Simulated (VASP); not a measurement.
A run of VASP 6.6.1:

INCAR

```
PREC = Accurate
ENCUT = 600
EDIFF = 1E-6
ISMEAR = 0
SIGMA = 0.1
LREAL = False
LASPH = True
NELM = 100
ALGO = Normal
ISIF = 3
LWAVE = False
LCHARG = False
GGA = PE
IBRION = 2
NSW = 100
EDIFFG = -0.01
```

KPOINTS

```
Automatic mesh
0
Gamma
  18 18 18
```

Contents of POSCAR:

```
Sb
1.0
    3.0810174578      0.0000000000      0.0000000000
    0.0000000000      3.0810174578      0.0000000000
    0.0000000000      0.0000000000      3.2029513274
Sb
1
Direct
    0.0000000000      0.0000000000      0.5000000000
```

Potentials or basis: VASP PAW PBE potentials, release 64 (Sb).

Launch:

```console
$ cat potpaw_PBE.64/Sb/POTCAR > POTCAR
$ mpirun -np 1 vasp_std > vasp.out
```

Hardware: 1 thread of AMD EPYC 9R45 96-Core Processor (Zen 5), on a shared host.

**Question.** Estimate the wall time of this run.

**Answer.** Run time: 97 s on 1 thread of AMD EPYC 9R45 96-Core Processor (Zen 5), on a shared host, peak memory 0.25 GiB. Counts: scf iterations 28, k points 550, ion steps 5.
